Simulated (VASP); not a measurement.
# CuF3 (Pm-3m) in VASP: a series of runs

CuF3 is run at these levels: PBE; tasks: single point.

All numbers are computed with VASP 6.6.1; they aren't measurements. Logs are shortened: lines on timing, memory, paths and dates and some standing lists are left out, and cuts for length are marked.

### Step 1. The cell of the first run

The structure is cubic, space group Pm-3m (No. 221). Conventional cell: a = 3.876 Å, b = 3.876 Å, c = 3.876 Å, α = 90.00°, β = 90.00°, γ = 90.00°. Cu (site symmetry m-3m) has 6 F at 1.94 Å within 2.6 Å. F (site symmetry 4/mmm) has 2 Cu at 1.94 Å within 2.6 Å.

### Step 2. Single point, PBE, collinear spin (14.56 Å³/atom)

The input, INCAR:

```
SYSTEM = CuF3
PREC = Accurate
ENCUT = 520
EDIFF = 1E-6
ISMEAR = 0
SIGMA = 0.05
LREAL = .False.
LASPH = .True.
NELM = 150
ALGO = Normal
ISIF = 2
LWAVE = .False.
LCHARG = .True.
ISPIN = 2
MAGMOM = 0.78 -0.78 0 0 0 0 0 0
LORBIT = 11
LMAXMIX = 4
GGA = PE
LELF = .True.
LVHAR = .True.
NBANDS = 46
```

The input, KPOINTS:

```
Automatic mesh
0
Gamma
  10 10 5
  0 0 0
```

The input, POSCAR:

```
CuF3
1.0
    3.8762140859      0.0000000001      3.8762140858
    0.0000000001      3.8762140859      3.8762140858
    0.0000000001      0.0000000001      7.7524281717
Cu F
2 6
Direct
    0.0000000000      0.0000000000      0.0000000000
    0.0000000000      0.0000000000      0.5000000000
    0.5000000000      0.0000000000      0.7500000000
    0.0000000000      0.0000000000      0.2500000000
    0.0000000000      0.5000000000      0.7500000000
    0.5000000000      0.0000000000      0.2500000000
    0.0000000000      0.0000000000      0.7500000000
    0.0000000000      0.5000000000      0.2500000000
```

Potentials or basis: VASP PAW PBE potentials, release 64 (Cu, F).

On the command line:

```
$ cat potpaw_PBE.64/Cu/POTCAR potpaw_PBE.64/F/POTCAR > POTCAR
$ mpirun -np 1 vasp_std > vasp.out
```

OUTCAR:

```text
SYSTEM = CuF3
   PREC = Accurate
   ENCUT = 520
   EDIFF = 1E-6
   ISMEAR = 0
   LREAL = .False.
   LASPH = .True.
   NELM = 150
   ISIF = 2
   ISPIN = 2
   LORBIT = 11
   GGA = PE

 ion  position               nearest neighbor table
   1  0.000  0.000  0.000-   3 1.94   4 1.94   5 1.94   7 1.94   8 1.94   6 1.94
   2  0.000  0.000  0.500-   4 1.94   6 1.94   7 1.94   8 1.94   5 1.94   3 1.94
   3  0.500  0.000  0.750-   2 1.94   1 1.94
   4  0.000  0.000  0.250-   1 1.94   2 1.94
   5  0.000  0.500  0.750-   2 1.94   1 1.94
   6  0.500  0.000  0.250-   1 1.94   2 1.94
   7  0.000  0.000  0.750-   1 1.94   2 1.94
   8  0.000  0.500  0.250-   1 1.94   2 1.94

  LATTYP: Found a face centered cubic cell.
 ALAT       =     7.7524281716

  Lattice vectors:

 A1 = (   3.8762140858,  -3.8762140858,   0.0000000000)
 A2 = (   3.8762140859,   0.0000000001,   3.8762140858)
 A3 = (   0.0000000000,  -3.8762140858,   3.8762140859)

Analysis of symmetry for initial positions (statically):
=====================================================================
 Subroutine PRICEL returns following result:

  LATTYP: Found a simple cubic cell.
 ALAT       =     3.8762140859
[... 12 lines left out ...]
 Subroutine GETGRP returns: Found 48 space group operations
 (whereof 48 operations were pure point group operations)
 out of a pool of 48 trial point group operations.

The static configuration has the point symmetry O_h .

Analysis of symmetry for dynamics (positions and initial velocities):
=====================================================================
 Subroutine PRICEL returns following result:

  LATTYP: Found a simple cubic cell.
 ALAT       =     3.8762140859
[... 12 lines left out ...]
 Subroutine GETGRP returns: Found 48 space group operations
 (whereof 48 operations were pure point group operations)
 out of a pool of 48 trial point group operations.

The dynamic configuration has the point symmetry O_h .

Analysis of structural, dynamic, and magnetic symmetry:
=====================================================================
 Subroutine PRICEL returns following result:

  LATTYP: Found a simple cubic cell.
 ALAT       =     3.8762140859
[... 12 lines left out ...]
 Subroutine GETGRP returns: Found 48 space group operations
 (whereof 48 operations were pure point group operations)
 out of a pool of 48 trial point group operations.

The overall configuration has the point symmetry O_h .

 Subroutine INISYM returns: Found 48 space group operations
 (whereof 48 operations are pure point group operations),
 and found     2 'primitive' translations

----------------------------------------------------------------------------------------

                                     Primitive cell

  volume of cell :      58.2403

  direct lattice vectors                    reciprocal lattice vectors
    -0.000000000 -3.876214086  0.000000000     0.000000000 -0.257983687  0.000000000
     3.876214086  0.000000000 -0.000000000     0.257983687 -0.000000000 -0.000000000
     0.000000000  0.000000000  3.876214086     0.000000000  0.000000000  0.257983687

  length of vectors
     3.876214086  3.876214086  3.876214086     0.257983687  0.257983687  0.257983687

  position of ions in fractional coordinates (direct lattice)
     0.000000000  0.000000000  0.000000000
     0.000000000  0.500000000  1.000000000
     0.000000000  1.000000000  0.500000000
     0.500000000  1.000000000  1.000000000

  ion indices of the primitive-cell ions
   primitive index   ion index
                 1           1
                 2           3
                 3           4
                 4           5

----------------------------------------------------------------------------------------

 KPOINTS: Automatic mesh

Automatic generation of k-mesh.
 Grid dimensions read from file:
 generate k-points for:   10   10    5

 Generating k-lattice:

  Cartesian coordinates                     Fractional coordinates (reciprocal lattice)
     0.025798369 -0.000000000 -0.000000000     0.100000000  0.000000000  0.000000000
    -0.000000000  0.025798369 -0.000000000     0.000000000  0.100000000  0.000000000
    -0.025798369 -0.025798369  0.025798369     0.000000000  0.000000000  0.200000000

  Length of vectors
     0.025798369  0.025798369  0.044684085

[... 42 lines left out ...]
   NGXF,Y,Z  is equivalent  to a cutoff of  25.47, 25.47, 25.73 a.u.
 SYSTEM =  CuF3
   PREC   = accura    normal or accurate (medium, high low for compatibility)
   ISTART =      0    job   : 0-new  1-cont  2-samecut
   ICHARG =      2    charge: 1-file 2-atom 10-const
   ISPIN  =      2    spin polarized calculation?
   LNONCOLLINEAR =      F non collinear calculations
   LSORBIT =      F    spin-orbit coupling
   LASPH  =      T    aspherical Exc in radial PAW
   ENCUT  =  520.0 eV  38.22 Ry    6.18 a.u.  10.19 10.19 14.41*2*pi/ulx,y,z
   NELM   =    150;   NELMIN=  2; NELMDL= -5     # of ELM steps
   EDIFF  = 0.1E-05   stopping-criterion for ELM
   LREAL  =      F    real-space projection
   EDIFFG = 0.1E-04   stopping-criterion for IOM
   NSW    =      0    number of steps for IOM
   IBRION =     -1    ionic relax: 0-MD 1-quasi-New 2-CG
   NFREE  =      0    steps in history (QN), initial steepest desc. (CG)
   ISIF   =      2    stress and relaxation
   ISYM   =      2    0-nonsym 1-usesym 2-fastsym
   POTIM  = 0.5000    time-step for ionic-motion
   TEBEG  =    0.0;   TEEND  =   0.0 temperature during run
   PSTRESS=    0.0 pullay stress
   NELECT =      64.0000    total number of electrons
   NUPDOWN=      -1.0000    fix difference up-down
   EMIN   =  10.00;   EMAX   =-10.00  energy-range for DOS
   EFERMI =   0.00;   METHOD = LEGACY
   ISMEAR =     0;   SIGMA  =   0.05  broadening in eV -4-tet -1-fermi 0-gaus
   EFERMI_NEDOS =   21; number of points for ismear=-14 and -15
   IALGO  =     38    algorithm
   IMIX   =      4    mixing-type and parameters
     AMIX     =   0.40;   BMIX     =  1.00
     AMIX_MAG =   1.60;   BMIX_MAG =  1.00
  volume/ion in A,a.u.               =      14.56        98.26
  Fermi-wavevector in a.u.,A,eV,Ry     =   1.340861  2.533860 24.462024  1.797908
  Thomas-Fermi vector in A             =   2.469140
   LORBIT       =     11    0 simple, 1 ext, 2 COOP (PROOUT), +10 PAW based schemes
   GGA     = PE    functional components
   LHFCALC =     F    Hartree Fock is set to
   AEXX    =    0.0000 exact exchange contribution
   IVDW    =     0    specifies the selected vdW correction
   LEPSILON=     F    determine dielectric tensor
   LRPA    =     F    only Hartree local field effects (RPA)
 spin polarized calculation
 Gauss-broadening in eV      SIGMA  =   0.05
  energy-cutoff  :      520.00
  volume of cell :      116.48
 maximum number of plane-waves:      3170
 NGX is ok and might be reduce to    42
   NGX = 21   NGY = 21   NGZ = 29

 number of electron      63.9999988 magnetization      -0.0000000

 number of electron      63.9999988 magnetization       0.0000000

 Free energy of the ion-electron system (eV)
  ---------------------------------------------------
  ext. energy  EPLUGINS =         0.00000000
  ---------------------------------------------------
  free energy    TOTEN  =       -28.72704438 eV

  energy without entropy =      -28.72699502  energy(sigma->0) =      -28.72701970

 E-fermi :  -3.2239     XC(G=0):  -8.5373

 val. band max:       -3.3292075375   @ k =   0.5000   0.0000   0.4000
 cond. band min:      -3.1366147580   @ k =   0.5000   0.0000  -0.0000
 fundamental gap:      0.1925927795
 Fermi energy:        -3.2239154956

 spin component 1

 k-point     1 :       0.0000    0.0000    0.0000
  band No.  band energies     occupation
      1     -24.1448      1.00000
      2     -23.4839      1.00000
      3     -23.4839      1.00000
      4     -23.4839      1.00000
      5     -23.3454      1.00000
      6     -23.3454      1.00000
[... 1117 lines left out ...]
     43      12.8254      0.00000
     44      13.6448      0.00000

 [... further k-points ...]

 spin component 2

 k-point     1 :       0.0000    0.0000    0.0000
  band No.  band energies     occupation
      1     -24.1448      1.00000
      2     -23.4839      1.00000
      3     -23.4839      1.00000
      4     -23.4839      1.00000
      5     -23.3454      1.00000
      6     -23.3454      1.00000
[... 1117 lines left out ...]
     43      12.8254      0.00000
     44      13.6448      0.00000

 [... further k-points ...]

 [bands above 44 left out]

------------------------ aborting loop because EDIFF is reached ----------------------------------------

  FORCE on cell =-STRESS in cart. coord.  units (eV):
  Direction    XX          YY          ZZ          XY          YZ          ZX
  --------------------------------------------------------------------------------------
  -------------------------------------------------------------------------------------
  Total       -3.7903491     -3.7903491     -3.7903491     -0.0000000      0.0000000      0.0000000
  in kB      -52.1358587    -52.1358587    -52.1358587     -0.0000000      0.0000000      0.0000000
  external PRESSURE =     -52.1358587 kB  Pullay stress =       0.0000000 kB

 VOLUME and BASIS-vectors are now :
 -----------------------------------------------------------------------------
  energy-cutoff  :      520.00
  volume of cell :      116.48
      direct lattice vectors                 reciprocal lattice vectors
     3.876214086  0.000000000  3.876214086     0.257983687 -0.000000000 -0.000000000
     0.000000000  3.876214086  3.876214086    -0.000000000  0.257983687 -0.000000000
     0.000000000  0.000000000  7.752428172    -0.128991843 -0.128991843  0.128991843

 POSITION                                       TOTAL-FORCE (eV/Angst)
 -----------------------------------------------------------------------------------
      0.00000      0.00000      0.00000         0.000000     -0.000000      0.000000
      0.00000      0.00000      3.87621         0.000000     -0.000000     -0.000000
      1.93811      0.00000      7.75243        -0.000000      0.000000      0.000000
      0.00000      0.00000      1.93811         0.000000     -0.000000     -0.000000
      0.00000      1.93811      7.75243        -0.000000     -0.000000      0.000000
      1.93811      0.00000      3.87621         0.000000      0.000000     -0.000000
      0.00000      0.00000      5.81432        -0.000000     -0.000000      0.000000
      0.00000      1.93811      3.87621        -0.000000      0.000000      0.000000
 -----------------------------------------------------------------------------------
    total drift:                                0.000000      0.000000     -0.000000

  FREE ENERGIE OF THE ION-ELECTRON SYSTEM (eV)
  ---------------------------------------------------
  free  energy   TOTEN  =       -28.7270443767 eV

  energy  without entropy=      -28.7269950243  energy(sigma->0) =      -28.72701970

 total charge

# of ion       s       p       d       tot
------------------------------------------
    1        0.306   0.392   8.847   9.545
    2        0.306   0.392   8.847   9.545
    3        1.740   4.290   0.000   6.030
    4        1.740   4.290   0.000   6.030
    5        1.740   4.290   0.000   6.030
    6        1.740   4.290   0.000   6.030
    7        1.740   4.290   0.000   6.030
    8        1.740   4.290   0.000   6.030
--------------------------------------------------
tot         11.050  26.527  17.694  55.271

 magnetization (x)

# of ion       s       p       d       tot
------------------------------------------
    1       -0.010  -0.013   0.675   0.652
    2        0.010   0.013  -0.675  -0.652
    3        0.000   0.000   0.000   0.000
    4        0.000   0.000   0.000   0.000
    5        0.000   0.000   0.000   0.000
    6        0.000   0.000   0.000   0.000
    7        0.000   0.000   0.000   0.000
    8        0.000   0.000   0.000   0.000
--------------------------------------------------
tot          0.000  -0.000   0.000  -0.000
```

Wall time 9.7 min (1 thread of Intel Xeon Platinum 8375C at 2.90GHz (Ice Lake), shared host); peak memory 0.51 GiB.

Results:

| Quantity | Value |
| --- | --- |
| Free energy | -28.7270 eV |
| Pressure | -5.2 GPa |
| Band gap on the k mesh | 0.19 eV |
| Net moment | 0.00 μB per cell |
| Site moments | Cu +0.65, -0.65; F +0.00 μB |
| Valence electrons inside the program's atomic spheres | Cu 9.54; F 6.03 |

Levels at points of the mesh, in eV from the valence-band top:
Spin up:
```csv
k point,band 29,band 30,band 31,band 32,band 33,band 34,band 35,band 36
"(0.00, 0.00, 0.00)",-0.41,-0.02,-0.02,-0.02,1.64,1.64,6.89,11.79
"(0.50, 0.00, 0.00)",-0.25,-0.13,-0.13,-0.02,0.19,1.64,9.68,11.06
```
Spin down:
| k point | band 29 | band 30 | band 31 | band 32 | band 33 | band 34 | band 35 | band 36 |
| --- | --- | --- | --- | --- | --- | --- | --- | --- |
| (0.00, 0.00, 0.00) | -0.41 | -0.02 | -0.02 | -0.02 | 1.64 | 1.64 | 6.89 | 11.79 |
| (0.50, 0.00, 0.00) | -0.25 | -0.13 | -0.13 | -0.02 | 0.19 | 1.64 | 9.68 | 11.06 |

Caveat: the cell stands under tension; an odd mesh through Γ misses points on the zone boundary, where band edges can lie.

(Part 1 of 2 ends here.)
